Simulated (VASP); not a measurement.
Set up this calculation in VASP 6.6.1, as the native input.

```yaml
Task: single point
Functional: PBE
Potentials_or_basis: VASP PAW PBE potentials, release 64 (Cd, Te)
Cutoff: 520 eV
k_mesh: 4 × 4 × 2
Occupations: gaussian, width 0.1 eV
Spin: no spin polarisation
Dipole_correction: no
Further_INCAR_settings: ALGO = Normal; EDIFF = 1e-06; NBANDS = 46
```

The structure of CdTe lies in POSCAR:

```
CdTe
1.0
    5.0999779800      0.0000000000      0.0000000000
    0.0000000000      5.0999779800      0.0000000000
    0.0000000000      0.0000000000     10.1719465800
Cd Te
4 4
Direct
    0.1113820100      0.5000000000      0.2500000000
    0.5000000000      0.8886179900      0.5000000000
    0.5000000000      0.1113820100      0.0000000000
    0.8886179900      0.5000000000      0.7500000000
    0.0000000000      0.6113820100      0.5000000000
    0.3886179900      0.0000000000      0.2500000000
    0.6113820100      0.0000000000      0.7500000000
    0.0000000000      0.3886179900      0.0000000000
```

The cell was generated, and may not be a known phase.

These files were run (other wordings do the same):

INCAR

```
PREC     = Accurate       # precision mode
ENCUT    = 520            # plane-wave cutoff, eV
EDIFF    = 1E-6           # SCF threshold, eV
ISMEAR   = 0              # smearing method
SIGMA    = 0.1            # smearing width, eV
LREAL    = F              # projectors in reciprocal space
LASPH    = T              # aspherical terms in the spheres
NELM     = 80             # most SCF steps
ALGO     = Normal         # electronic algorithm
ISIF     = 2              # what is computed and relaxed
LWAVE    = F              # write WAVECAR
LCHARG   = T              # write CHGCAR
GGA      = PE             # functional
LELF     = T              # ELF
LVHAR    = T            
NBANDS   = 46             # bands
```

KPOINTS

```
Automatic mesh
0
Gamma
  4 4 2
```

Potentials or basis: VASP PAW PBE potentials, release 64 (Cd, Te).

The run is started by

```bash
$ cat potpaw_PBE.64/Cd/POTCAR potpaw_PBE.64/Te/POTCAR > POTCAR
$ mpirun -np 1 vasp_std > vasp.out
```

Results of the run:

| Quantity | Value |
| --- | --- |
| Pressure | 6.3 GPa |
| Largest force | 0.246 eV/Å |
| Band gap on the k mesh | 0.47 eV (least direct gap 0.65 eV) |

Caveat: the stress differs along the axes, from 3 to 13 GPa; semilocal functionals underestimate gaps, and a narrow one can read as zero; spin-orbit coupling is left out, which moves the levels of the heavy elements.

It took 2.4 min on 1 thread of Intel(R) Xeon(R) Platinum 8488C (Sapphire Rapids), on a shared host, peak memory 0.4 GiB.
